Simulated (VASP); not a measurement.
# PtSe2 (C2/m) in VASP: further runs

Runs on PtSe2. Level: PBEsol+D3(BJ). Tasks: single point.

Program: VASP 6.6.1. These are calculated values, not measurements. Logs are shortened: lines on timing, memory, paths and dates and some standing lists are left out, and cuts for length are marked.

## 1. The cell of the first run

The structure is monoclinic, space group C2/m (No. 12). Conventional cell: a = 5.505 Å, b = 3.458 Å, c = 4.630 Å, α = 90.00°, β = 90.00°, γ = 90.00°. Within 2.9 Å of Pt (site symmetry 2/m) lie 6 Se at 2.23 to 2.33 Å. Within 2.9 Å of Se (site symmetry m) lie 3 Pt at 2.23 to 2.33 Å and 3 Se at 2.80 to 2.88 Å.

## 2. Single point, PBEsol+D3(BJ) (normal strain along x -0.0750, normal strain along y -0.1500)

INCAR

```
  ALGO = Normal
  EDIFF = 1E-6
  ENCUT = 520
  GGA = PS
  ISIF = 2
  ISMEAR = 0
  IVDW = 12
  LASPH = T
  LCHARG = T
  LELF = T
  LREAL = F
  LVHAR = T
  LWAVE = F
  NBANDS = 18
  NELM = 60
  PREC = Accurate
  SIGMA = 0.15
```

KPOINTS

```
k-points
0
Gamma
  12 12 8
```

POSCAR

```
PtSe2
1.0
    3.4584497593      0.0000000000      0.0000000000
   -1.7292248796      2.7522589696      0.0000000000
    0.0000000000      0.0000000000      4.6296715343
Pt Se
1 2
Direct
    0.0000000000      0.0000000000      0.0000000000
    0.3333333333      0.6666666667      0.2721511594
    0.6666666667      0.3333333333      0.7278488406
```

Potentials or basis: VASP PAW PBE potentials, release 64 (Pt, Se).

The run is started by

```console
cat potpaw_PBE.64/Pt/POTCAR potpaw_PBE.64/Se/POTCAR > POTCAR
mpirun -np 1 vasp_std > vasp.out
```

OUTCAR:

```text
EDIFF = 1E-6
   ENCUT = 520
   GGA = PS
   ISIF = 2
   ISMEAR = 0
   IVDW = 12
   LASPH = T
   LREAL = F
   NELM = 60
   PREC = Accurate
 IVDW          = 12

 ion  position               nearest neighbor table
   1  0.000  0.000  0.000-   2 2.23   3 2.23   3 2.33   2 2.33   3 2.33   2 2.33
   2  0.333  0.667  0.272-   1 2.23   1 2.33   1 2.33
   3  0.667  0.333  0.728-   1 2.23   1 2.33   1 2.33

  Warning from LATTYP: Monoclinic adjustment (A1->A3, A2->A1, A3->A2)!
  LATTYP: Found a base centered orthorhombic cell.
 ALAT       =     3.4584497593
 B/A-ratio  =     1.5916142556
 C/A-ratio  =     1.3386551364

  Lattice vectors:

 A1 = (   1.7292248796,  -2.7522589696,   0.0000000000)
 A2 = (   1.7292248797,   2.7522589696,   0.0000000000)
 A3 = (   0.0000000000,   0.0000000000,   4.6296715343)

Analysis of symmetry for initial positions (statically):
=====================================================================
 Subroutine PRICEL returns:
 Original cell was already a primitive cell.

 Routine SETGRP: Setting up the symmetry group for a
 base centered orthorhombic supercell.

 Subroutine GETGRP returns: Found  4 space group operations
 (whereof  4 operations were pure point group operations)
 out of a pool of  8 trial point group operations.

The static configuration has the point symmetry C_2h.

Analysis of symmetry for dynamics (positions and initial velocities):
=====================================================================
 Subroutine PRICEL returns:
 Original cell was already a primitive cell.

 Routine SETGRP: Setting up the symmetry group for a
 base centered orthorhombic supercell.

 Subroutine GETGRP returns: Found  4 space group operations
 (whereof  4 operations were pure point group operations)
 out of a pool of  8 trial point group operations.

The dynamic configuration has the point symmetry C_2h.

 Subroutine INISYM returns: Found  4 space group operations
 (whereof  4 operations are pure point group operations),
 and found     1 'primitive' translations

----------------------------------------------------------------------------------------

                                     Primitive cell

  volume of cell :      44.0678

  direct lattice vectors                    reciprocal lattice vectors
     3.458449759  0.000000000  0.000000000     0.289146892  0.181668951  0.000000000
[... 86 lines left out ...]
   ENCUT  =  520.0 eV  38.22 Ry    6.18 a.u.   6.43  6.04  8.61*2*pi/ulx,y,z
   NELM   =     60;   NELMIN=  2; NELMDL= -5     # of ELM steps
   EDIFF  = 0.1E-05   stopping-criterion for ELM
   LREAL  =      F    real-space projection
   EDIFFG = 0.1E-04   stopping-criterion for IOM
   NSW    =      0    number of steps for IOM
   IBRION =     -1    ionic relax: 0-MD 1-quasi-New 2-CG
   NFREE  =      0    steps in history (QN), initial steepest desc. (CG)
   ISIF   =      2    stress and relaxation
   ISYM   =      2    0-nonsym 1-usesym 2-fastsym
   POTIM  = 0.5000    time-step for ionic-motion
   TEBEG  =    0.0;   TEEND  =   0.0 temperature during run
   PSTRESS=    0.0 pullay stress
   NELECT =      22.0000    total number of electrons
   NUPDOWN=      -1.0000    fix difference up-down
   EMIN   =  10.00;   EMAX   =-10.00  energy-range for DOS
   EFERMI =   0.00;   METHOD = LEGACY
   ISMEAR =     0;   SIGMA  =   0.15  broadening in eV -4-tet -1-fermi 0-gaus
   EFERMI_NEDOS =   21; number of points for ismear=-14 and -15
   IALGO  =     38    algorithm
   IMIX   =      4    mixing-type and parameters
     AMIX     =   0.40;   BMIX     =  1.00
     AMIX_MAG =   1.60;   BMIX_MAG =  1.00
  volume/ion in A,a.u.               =      14.69        99.13
  Fermi-wavevector in a.u.,A,eV,Ry     =   1.298700  2.454187 22.947871  1.686621
  Thomas-Fermi vector in A             =   2.430011
   LORBIT       =      0    0 simple, 1 ext, 2 COOP (PROOUT), +10 PAW based schemes
   GGA     = PS    functional components
   LHFCALC =     F    Hartree Fock is set to
   AEXX    =    0.0000 exact exchange contribution
   IVDW    =    12    specifies the selected vdW correction
   LEPSILON=     F    determine dielectric tensor
   LRPA    =     F    only Hartree local field effects (RPA)
 non-spin polarized calculation
 Gauss-broadening in eV      SIGMA  =   0.15
  energy-cutoff  :      520.00
  volume of cell :       44.07
 maximum number of plane-waves:      1208
 NGX is ok and might be reduce to    28
   NGX = 13   NGY = 13   NGZ = 17

 number of electron      22.0000000 magnetization

 Free energy of the ion-electron system (eV)
  ---------------------------------------------------
  ext. energy  EPLUGINS =         0.00000000
  ---------------------------------------------------
  free energy    TOTEN  =       -12.85171712 eV

  energy without entropy =      -12.84147702  energy(sigma->0) =      -12.84659707

 E-fermi :  11.5250     XC(G=0): -12.4948

 val. band max:       11.5107259775   @ k =  -0.2500   0.0833   0.1250
 cond. band min:      11.5267234740   @ k =  -0.3333   0.1667   0.3750
 fundamental gap:      0.0159974965
 Fermi energy:        11.5250027759

 k-point     1 :       0.0000    0.0000    0.0000
  band No.  band energies     occupation
      1      -7.4887      2.00000
      2      -2.6815      2.00000
      3       0.8314      2.00000
      4       2.5902      2.00000
      5       2.8510      2.00000
      6       5.4194      2.00000
[... 481 lines left out ...]
      5       3.5024      2.00000
      6       4.8279      2.00000
[... 10 lines left out ...]
     17      21.6314      0.00000
     18      22.8627      0.00000

 [... further k-points ...]

------------------------ aborting loop because EDIFF is reached ----------------------------------------

 Edisp (eV)   -1.78494

 E8    (eV) :    -1.1633

  FORCE on cell =-STRESS in cart. coord.  units (eV):
  Direction    XX          YY          ZZ          XY          YZ          ZX
  --------------------------------------------------------------------------------------
  -------------------------------------------------------------------------------------
  Total      18.95886    26.55577    15.04029     0.00000     4.94096     0.00000
  in kB     689.28995   965.49180   546.82199     0.00000   179.63914     0.00000
  external pressure =      733.87 kB  Pullay stress =        0.00 kB

 VOLUME and BASIS-vectors are now :
 -----------------------------------------------------------------------------
  energy-cutoff  :      520.00
  volume of cell :       44.07
      direct lattice vectors                 reciprocal lattice vectors
     3.458449759  0.000000000  0.000000000     0.289146892  0.181668951  0.000000000
    -1.729224880  2.752258970  0.000000000     0.000000000  0.363337902  0.000000000
     0.000000000  0.000000000  4.629671534     0.000000000  0.000000000  0.215998045

 POSITION                                       TOTAL-FORCE (eV/Angst)
 -----------------------------------------------------------------------------------
      0.00000      0.00000      0.00000         0.000000      0.000000      0.000000
     -0.00000      1.83484      1.25997         0.000000      1.490638      4.620884
      1.72922      0.91742      3.36970        -0.000000     -1.490638     -4.620884
 -----------------------------------------------------------------------------------
    total drift:                               -0.000000     -0.000000      0.000000

  FREE ENERGIE OF THE ION-ELECTRON SYSTEM (eV)
  ---------------------------------------------------
  free  energy   TOTEN  =       -14.6366611811 eV

  energy  without entropy=      -14.6264210783  energy(sigma->0) =      -14.63154113
```

stdout:

```text
POSCAR found type information on POSCAR PtSe
 POSCAR found :  2 types and       3 ions
 scaLAPACK will be used
 -----------------------------------------------------------------------------
|                                                                             |
|                                                                             |
|     You enforced a specific xc type in the INCAR file but a different       |
|     I HOPE YOU KNOW WHAT YOU ARE DOING!                                     |
|                                                                             |
 -----------------------------------------------------------------------------

 LDA part: xc-table for (Slater+PW92), standard interpolation
 POSCAR, INCAR and KPOINTS ok, starting setup
 FFT: planning ... GRIDC
 FFT: planning ... GRID_SOFT
 FFT: planning ... GRID
 WAVECAR not read
 entering main loop
```

Run time: 3.1 min. Hardware: 1 thread of AMD EPYC 9R45 (Zen 5), shared host; peak memory 0.34 GiB.

Results:

```
Free energy                : -14.6367 eV
Pressure                   : 73.4 GPa
Largest force              : 4.855 eV/Å
Band gap on the k mesh     : zero (band 11 reaches 12.34 eV, above the bottom of band 12 at 11.19 eV)
Dispersion energy per atom : -0.595 eV
```

Forces on the atoms (eV/Å):
```
Pt   0.000  0.000  0.000
Se   0.000  1.491  4.621
Se   0.000 -1.491 -4.621
```

Caveat: the cell differs from its parent crystal (normal strain along x -0.0750, normal strain along y -0.1500); the PAW data sets were made with another functional, which shifts forces and pressure a little; spin-orbit coupling is left out, which moves the levels of the heavy elements; pairwise dispersion overbinds metals, which lowers pressure and volume.

## 3. Single point, PBEsol+D3(BJ) (normal strain along x -0.1500, normal strain along y -0.0750)

INCAR

```
SYSTEM = PtSe2
PREC     = Accurate       ! precision mode
ENCUT    = 520            ! plane-wave cutoff, eV
EDIFF    = 1E-6           ! SCF threshold, eV
ISMEAR   = 0              ! smearing method
SIGMA    = 0.15           ! smearing width, eV
LREAL    = .FALSE.        ! projectors in reciprocal space
LASPH    = .TRUE.         ! aspherical terms in the spheres
NELM     = 80             ! most SCF steps
ALGO     = Normal         ! electronic algorithm
ISIF     = 2              ! what is computed and relaxed
LWAVE    = .FALSE.        ! write WAVECAR
LCHARG   = .TRUE.         ! write CHGCAR
GGA      = PS             ! functional
IVDW     = 12             ! dispersion correction
LELF     = .TRUE.         ! ELF
LVHAR    = .TRUE.       
NBANDS   = 18             ! bands
```

KPOINTS

```
regular mesh
0
G
  12 12 8
  0 0 0
```

POSCAR

```
PtSe2
1.0
    3.1780349139      0.0000000000      0.0000000000
   -1.5890174570      2.9951053492      0.0000000000
    0.0000000000      0.0000000000      4.6296715343
Pt Se
1 2
Direct
    0.0000000000      0.0000000000      0.0000000000
    0.3333333333      0.6666666667      0.2721511594
    0.6666666667      0.3333333333      0.7278488406
```

Potentials or basis: VASP PAW PBE potentials, release 64 (Pt, Se).

The run is started by

```console
cat potpaw_PBE.64/Pt/POTCAR potpaw_PBE.64/Se/POTCAR > POTCAR
mpirun -np 1 vasp_std > vasp.out
```

Wall time 3.1 min (1 thread of AMD EPYC 9R45 (Zen 5), shared host); peak memory 0.34 GiB.

Results (log left out):

- Free energy: -14.6499 eV
- Pressure: 73.3 GPa
- Largest force: 4.773 eV/Å
- Band gap on the k mesh: zero (band 11 reaches 12.33 eV, above the bottom of band 12 at 11.19 eV)
- Dispersion energy per atom: -0.595 eV

Forces on the atoms (eV/Å):
```
Pt   0.000  0.000  0.000
Se   0.000 -1.292  4.595
Se   0.000  1.292 -4.595
```

Stress tensor (GPa, compression positive):
```
 94.93   0.00   0.00
  0.00  70.43 -15.74
  0.00 -15.74  54.44
```

Levels at points of the mesh, in eV from the Fermi level:
```csv
k point,band 7,band 8,band 9,band 10,band 11,band 12,band 13,band 14,band 15,band 16
"(0.00, 0.00, 0.00)",-5.63,-4.14,-1.57,-0.75,0.80,1.06,1.64,2.67,6.31,6.78
"(0.50, 0.00, 0.00)",-5.63,-5.12,-4.98,-4.55,-3.51,0.55,3.42,5.21,5.46,6.30
"(0.00, 0.50, 0.00)",-5.96,-4.77,-4.52,-4.09,-3.65,0.18,3.81,5.95,6.44,7.68
"(0.00, 0.00, 0.50)",-5.68,-4.76,-2.46,-1.72,-1.29,3.01,3.60,4.29,6.39,7.18
"(0.50, 0.00, 0.50)",-5.36,-4.88,-3.92,-3.68,-2.00,0.24,3.01,3.30,5.46,6.11
"(0.00, 0.50, 0.50)",-5.54,-4.79,-4.46,-2.60,-1.55,0.87,2.71,3.65,5.76,5.90
```

Caveat: the cell differs from its parent crystal (normal strain along x -0.1500, normal strain along y -0.0750); the PAW data sets were made with another functional, which shifts forces and pressure a little; spin-orbit coupling is left out, which moves the levels of the heavy elements; pairwise dispersion overbinds metals, which lowers pressure and volume.
